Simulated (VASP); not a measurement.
Set up this calculation in VASP 6.6.1, as the native input.

```yaml
Task: single point
Functional: r2SCAN
Potentials_or_basis: VASP PAW PBE potentials, release 64 (Cu_sv_GW)
Cutoff: 900 eV
k_mesh: 1 × 1 × 1
Occupations: gaussian, width 0.1 eV
Spin: no spin polarisation
Dipole_correction: no
Further_INCAR_settings: ALGO = Normal; EDIFF = 1e-06; NBANDS = 16
```

The system is Cu.

```
Cu
1.0
    -1.36650    1.36650    1.14763
     1.36650   -1.36650    1.14763
     1.36650    1.36650   -1.14763
Cu
1
Direct
  0.00000 0.00000 0.00000
```

One way to write it, as run:

POSCAR

```
Cu
1.0
   -1.3664989972      1.3664989972      1.1476250526
    1.3664989972     -1.3664989972      1.1476250526
    1.3664989972      1.3664989972     -1.1476250526
Cu
1
Direct
    0.0000000000      0.0000000000      0.0000000000
```

INCAR.step1

```
ALGO = Normal ; EDIFF = 1E-5
ENCUT = 900 ; GGA = PE
GGA_COMPAT = F ; ISMEAR = 0
LASPH = T ; LCHARG = F
LREAL = F ; LWAVE = T
NBANDS = 16 ; NELM = 120
PREC = Accurate ; SIGMA = 0.1
```

INCAR.step2

```
ALGO = Normal ; EDIFF = 1E-6
ENCUT = 900 ; GGA_COMPAT = F
ISIF = 2 ; ISMEAR = 0
ISTART = 1 ; LASPH = T
LCHARG = F ; LMIXTAU = T
LREAL = F ; LWAVE = F
METAGGA = R2SCAN ; NBANDS = 16
NELM = 120 ; PREC = Accurate
SIGMA = 0.1
```

KPOINTS

```
k-points
0
Gamma
  1 1 1
```

Potentials or basis: VASP PAW PBE potentials, release 64 (Cu_sv_GW).

Command:

```sh
$ cat potpaw_PBE.64/Cu_sv_GW/POTCAR > POTCAR
$ cp INCAR.step1 INCAR
$ mpirun -np 1 vasp_gam > vasp.out
$ cp INCAR.step2 INCAR
$ mpirun -np 1 vasp_gam > vasp.out
```

It gave:

```yaml
Pressure: 0.7 GPa
Band_gap_on_the_k_mesh: zero (an odd number of electrons rules out a gap without spin polarisation)
```

Caveat: the k points lie up to 3.57 Å⁻¹ apart, too coarse for converged energies and pressures of a metal; the PAW data sets were made with another functional, which shifts forces and pressure a little.

It took 14 s on 1 thread of AMD EPYC 7R13 Processor (Zen 3) (shared host), peak memory 0.12 GiB.
